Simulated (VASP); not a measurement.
# HgTe (wurtzite type): single point with PBE

The system is HgTe (wurtzite type).

```
Hg Te
1.0
     3.14436    0.00000    0.00000
    -1.57218    2.72310    0.00000
     0.00000    0.00000   11.00394
Hg Te
2 2
Direct
  0.33333 0.66667 0.05825
  0.66667 0.33333 0.55825
  0.33333 0.66667 0.31775
  0.66667 0.33333 0.81775
```

* Program: VASP 6.6.1
* Task: single point
* Functional: PBE
* Potentials or basis: VASP PAW PBE potentials, release 64 (Hg, Te)
* Cutoff: 520 eV
* k mesh: 8 × 8 × 5
* Occupations: fermi-dirac, width 0.05 eV
* Spin: no spin polarisation

| Property | Result |
| --- | --- |
| Pressure | 13.3 GPa |
| Band gap on the k mesh | zero (band 18 reaches 10.80 eV, above the bottom of band 19 at 5.25 eV) |

Levels at points of the mesh, in eV from the Fermi level:
```tsv
k point	band 16	band 17	band 18	band 19	band 20	band 21
(0.00, 0.00, 0.00)	0.40	1.91	3.93	3.93	4.08	4.08
(0.50, 0.00, 0.00)	-2.70	-0.59	-0.18	-0.06	0.75	1.07
```

Run time: 27 s on 1 thread of Intel(R) Xeon(R) 6975P-C (Granite Rapids), on a shared host, peak memory 0.24 GiB.

Caveat: spin-orbit coupling is left out, which moves the levels of the heavy elements.
